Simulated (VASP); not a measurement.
# P (R-3m) in VASP: a series of runs, part 2 of 2

VASP 6.6.1. The steps go on from the part before.

### 3 Relaxation of cell and atoms, LDA

This run uses another cell than the first one, of 14.80 Å³/atom, 0.996 times its volume.

INCAR

```
SYSTEM = P
ALGO = Normal
EDIFF = 1E-6
EDIFFG = -0.005
ENCUT = 600
GGA = CA
IBRION = 2
ISIF = 3
ISMEAR = 0
LASPH = .True.
LCHARG = .False.
LREAL = .False.
LWAVE = .False.
NELM = 100
NSW = 70
PREC = Accurate
SIGMA = 0.1
```

KPOINTS

```
k-points
0
Gamma
  15 15 15
  0 0 0
```

POSCAR

```
P
1.0
    1.7132924525      0.9891698586      2.9115578036
   -1.7132924525      0.9891698586      2.9115578036
    0.0000000000     -1.9783397173      2.9115578036
P
2
Direct
    0.2340199604      0.2340199604      0.2340199604
    0.7659800396      0.7659800396      0.7659800396
```

Potentials or basis: VASP PAW LDA potentials, release 64 (P).

Started as:

```sh
> cat potpaw_LDA.64/P/POTCAR > POTCAR
> mpirun -np 1 vasp_std > vasp.out
```

OUTCAR:

```text
SYSTEM = P
   EDIFF = 1E-6
   EDIFFG = -0.005
   ENCUT = 600
   GGA = CA
   IBRION = 2
   ISIF = 3
   ISMEAR = 0
   LASPH = .True.
   LREAL = .False.
   NELM = 100
   NSW = 70
   PREC = Accurate

 ion  position               nearest neighbor table
   1  0.234  0.234  0.234-   2 2.30   2 2.30   2 2.30   2 2.63   2 2.63   2 2.63
   2  0.766  0.766  0.766-   1 2.30   1 2.30   1 2.30   1 2.63   1 2.63   1 2.63

  LATTYP: Found a trigonal (rhomboedric) cell.
 ALAT       =     3.5200847832
 COS(alpha) =     0.5262090603

  Lattice vectors:

 A1 = (   1.7132924525,   0.9891698586,   2.9115578036)
 A2 = (  -1.7132924525,   0.9891698586,   2.9115578036)
 A3 = (   0.0000000000,  -1.9783397173,   2.9115578036)

Analysis of symmetry for initial positions (statically):
=====================================================================
 Subroutine PRICEL returns:
 Original cell was already a primitive cell.

 Routine SETGRP: Setting up the symmetry group for a
 trigonal (rhombohedral) supercell.

 Subroutine GETGRP returns: Found 12 space group operations
 (whereof 12 operations were pure point group operations)
 out of a pool of 12 trial point group operations.

The static configuration has the point symmetry D_3d.

Analysis of symmetry for dynamics (positions and initial velocities):
=====================================================================
 Subroutine PRICEL returns:
 Original cell was already a primitive cell.

 Routine SETGRP: Setting up the symmetry group for a
 trigonal (rhombohedral) supercell.

 Subroutine GETGRP returns: Found 12 space group operations
 (whereof 12 operations were pure point group operations)
 out of a pool of 12 trial point group operations.

The dynamic configuration has the point symmetry D_3d.

 Subroutine INISYM returns: Found 12 space group operations
 (whereof 12 operations are pure point group operations),
 and found     1 'primitive' translations

----------------------------------------------------------------------------------------

                                     Primitive cell

  volume of cell :      29.6060

  direct lattice vectors                    reciprocal lattice vectors
     1.713292452  0.989169859  2.911557804     0.291835757  0.168491453  0.114486250
    -1.713292452  0.989169859  2.911557804    -0.291835757  0.168491453  0.114486250
     0.000000000 -1.978339717  2.911557804     0.000000000 -0.336982906  0.114486250

  length of vectors
     3.520084783  3.520084783  3.520084783     0.355899677  0.355899677  0.355899677

  position of ions in fractional coordinates (direct lattice)
     0.234019960  0.234019960  0.234019960
     0.765980040  0.765980040  0.765980040

  ion indices of the primitive-cell ions
   primitive index   ion index
                 1           1
                 2           2

----------------------------------------------------------------------------------------

 KPOINTS: k-points

Automatic generation of k-mesh.
 Grid dimensions read from file:
 generate k-points for:   15   15   15

 Generating k-lattice:
[... 43 lines left out ...]
 [... further k-points ...]
   k-points           NKPTS =    344   k-points in BZ     NKDIM =    344   number of bands    NBANDS=      9
   number of dos      NEDOS =    301   number of ions     NIONS =      2
   total plane-waves  NPLWV =  21952
   dimension x,y,z NGX =    28 NGY =   28 NGZ =   28
   dimension x,y,z NGXF=    56 NGYF=   56 NGZF=   56
   ions per type =               2
   NGX,Y,Z   is equivalent  to a cutoff of  13.22, 13.22, 13.22 a.u.
   NGXF,Y,Z  is equivalent  to a cutoff of  26.45, 26.45, 26.45 a.u.
 SYSTEM =  P
   PREC   = accura    normal or accurate (medium, high low for compatibility)
   ISTART =      0    job   : 0-new  1-cont  2-samecut
   ICHARG =      2    charge: 1-file 2-atom 10-const
   ISPIN  =      1    spin polarized calculation?
   LNONCOLLINEAR =      F non collinear calculations
   LSORBIT =      F    spin-orbit coupling
   LASPH  =      T    aspherical Exc in radial PAW
   ENCUT  =  600.0 eV  44.10 Ry    6.64 a.u.   7.03  7.03  7.03*2*pi/ulx,y,z
   NELM   =    100;   NELMIN=  2; NELMDL= -5     # of ELM steps
   EDIFF  = 0.1E-05   stopping-criterion for ELM
   LREAL  =      F    real-space projection
   EDIFFG = -.5E-02   stopping-criterion for IOM
   NSW    =     70    number of steps for IOM
   IBRION =      2    ionic relax: 0-MD 1-quasi-New 2-CG
   NFREE  =      1    steps in history (QN), initial steepest desc. (CG)
   ISIF   =      3    stress and relaxation
   ISYM   =      2    0-nonsym 1-usesym 2-fastsym
   POTIM  = 0.5000    time-step for ionic-motion
   TEBEG  =    0.0;   TEEND  =   0.0 temperature during run
   PSTRESS=    0.0 pullay stress
   NELECT =      10.0000    total number of electrons
   NUPDOWN=      -1.0000    fix difference up-down
   EMIN   =  10.00;   EMAX   =-10.00  energy-range for DOS
   EFERMI =   0.00;   METHOD = LEGACY
   ISMEAR =     0;   SIGMA  =   0.10  broadening in eV -4-tet -1-fermi 0-gaus
   EFERMI_NEDOS =   21; number of points for ismear=-14 and -15
   IALGO  =     38    algorithm
   IMIX   =      4    mixing-type and parameters
     AMIX     =   0.40;   BMIX     =  1.00
     AMIX_MAG =   1.60;   BMIX_MAG =  1.00
  volume/ion in A,a.u.               =      14.80        99.90
  Fermi-wavevector in a.u.,A,eV,Ry     =   1.140115  2.154504 17.685685  1.299861
  Thomas-Fermi vector in A             =   2.276817
   LORBIT       =      0    0 simple, 1 ext, 2 COOP (PROOUT), +10 PAW based schemes
   GGA     = CA    functional components
   LHFCALC =     F    Hartree Fock is set to
   AEXX    =    0.0000 exact exchange contribution
   IVDW    =     0    specifies the selected vdW correction
   LEPSILON=     F    determine dielectric tensor
   LRPA    =     F    only Hartree local field effects (RPA)
 conjugate gradient relaxation of ions
 non-spin polarized calculation
 Gauss-broadening in eV      SIGMA  =   0.10
  energy-cutoff  :      600.00
  volume of cell :       29.61
 maximum number of plane-waves:      1004
   NGX = 15   NGY = 15   NGZ = 15

--------------------------------------- Ionic step        1  -------------------------------------------

 number of electron      10.0000000 magnetization

 number of electron       9.9999999 magnetization

 Free energy of the ion-electron system (eV)
  ---------------------------------------------------
  ext. energy  EPLUGINS =         0.00000000
  ---------------------------------------------------
  free energy    TOTEN  =       -12.14062815 eV

  energy without entropy =      -12.13857372  energy(sigma->0) =      -12.13960094

------------------------ aborting loop because EDIFF is reached ----------------------------------------

  FORCE on cell =-STRESS in cart. coord.  units (eV):
  Direction    XX          YY          ZZ          XY          YZ          ZX
  --------------------------------------------------------------------------------------
  -------------------------------------------------------------------------------------
  Total       -0.0270518     -0.0270518      0.0185379     -0.0000000     -0.0000000      0.0000000
  in kB       -1.4639550     -1.4639550      1.0032089     -0.0000000     -0.0000000      0.0000000
  external PRESSURE =      -0.6415670 kB  Pullay stress =       0.0000000 kB
[... 167 lines left out ...]
--------------------------------------- Ionic step        6  -------------------------------------------

 number of electron       9.9999999 magnetization

 Free energy of the ion-electron system (eV)
  ---------------------------------------------------
  ext. energy  EPLUGINS =         0.00000000
  ---------------------------------------------------
  free energy    TOTEN  =       -12.14116560 eV

  energy without entropy =      -12.13923669  energy(sigma->0) =      -12.14020115

 E-fermi :   9.8049     XC(G=0): -11.2747

 val. band max:        9.8003090954   @ k =   0.4667   0.0667   0.0667
 cond. band min:       9.8085347096   @ k =   0.4667   0.3333   0.3333
 fundamental gap:      0.0082256142
 Fermi energy:         9.8048712036

 k-point     1 :       0.0000    0.0000    0.0000
  band No.  band energies     occupation
      1      -7.0805      2.00000
      2       7.0327      2.00000
      3       7.0555      2.00000
      4       7.0555      2.00000
      5       7.3833      2.00000
      6      11.9812      0.00000
      7      13.0679      0.00000
      8      13.0679      0.00000
      9      15.2708      0.00000
[... 265 lines left out ...]
 k-point    24 :       0.2000    0.1333    0.0000
  band No.  band energies     occupation
      1      -6.4215      2.00000
      2       3.8732      2.00000
      3       5.8027      2.00000
      4       6.2007      2.00000
      5       9.1088      2.00000
      6      11.3842      0.00000
      7      12.1668      0.00000
      8      13.9961      0.00000
      9      14.5246      0.00000

 [... further k-points ...]
[... 5 lines left out ...]
  --------------------------------------------------------------------------------------
  -------------------------------------------------------------------------------------
  Total       -0.0066886     -0.0066886      0.0065184      0.0000000     -0.0000000      0.0000000
  in kB       -0.3604698     -0.3604698      0.3512969      0.0000000     -0.0000000      0.0000000
  external PRESSURE =      -0.1232143 kB  Pullay stress =       0.0000000 kB
[... 17 lines left out ...]
  FREE ENERGIE OF THE ION-ELECTRON SYSTEM (eV)
  ---------------------------------------------------
  free  energy   TOTEN  =       -12.1411656031 eV

  energy  without entropy=      -12.1392366873  energy(sigma->0) =      -12.14020115

 reached required accuracy - stopping structural energy minimisation
```

CONTCAR:

```text
P
   1.00000000000000
     1.7130944904460186    0.9890555651547090    2.9242938761868085
    -1.7130944904460186    0.9890555651547090    2.9242938761868085
     0.0000000000000000   -1.9781111304098435    2.9242938761869568
  P
     2
Direct
     0.2331852103073175    0.2331852103073175    0.2331852103073175
     0.7668147896926825    0.7668147896926825    0.7668147896926825

  0.00000000E+00  0.00000000E+00  0.00000000E+00
  0.00000000E+00  0.00000000E+00  0.00000000E+00
```

Run time: 89 s. Hardware: 1 thread of Intel Xeon 6975P-C (Granite Rapids), shared host; peak memory 0.21 GiB.

What came out:

```
Free energy                            : -12.1412 eV
Relaxed volume                         : 14.86 Å³/atom
Relaxed cell                           : a = 3.530 Å, b = 3.530 Å, c = 3.530 Å, α = 58.05°, β = 58.05°, γ = 58.05°
Space group after relaxing (to 0.05 Å) : R-3m (No. 166)
Energy gained by relaxing              : 0.3 meV/atom
Ionic steps                            : 6
Pressure after relaxing                : 0.0 GPa
Band gap on the k mesh                 : zero (band 5 reaches 10.55 eV, above the bottom of band 6 at 9.20 eV)
```

The path:
```tsv
step	energy change (eV)	largest force (eV/Å)	pressure (GPa)	volume (Å³)
1	0.0000	0.0660	-0.06	29.61
2	-0.0003	0.0204	0.24	29.58
3	-0.0003	0.0042	0.35	29.57
4	-0.0005	0.0024	0.09	29.68
5	-0.0005	0.0053	-0.01	29.73
6	-0.0005	0.0018	-0.01	29.73
```

Final structure:
```
P
1.0
     1.71309    0.98906    2.92429
    -1.71309    0.98906    2.92429
     0.00000   -1.97811    2.92429
P
2
Direct
  0.23319 0.23319 0.23319
  0.76681 0.76681 0.76681
```
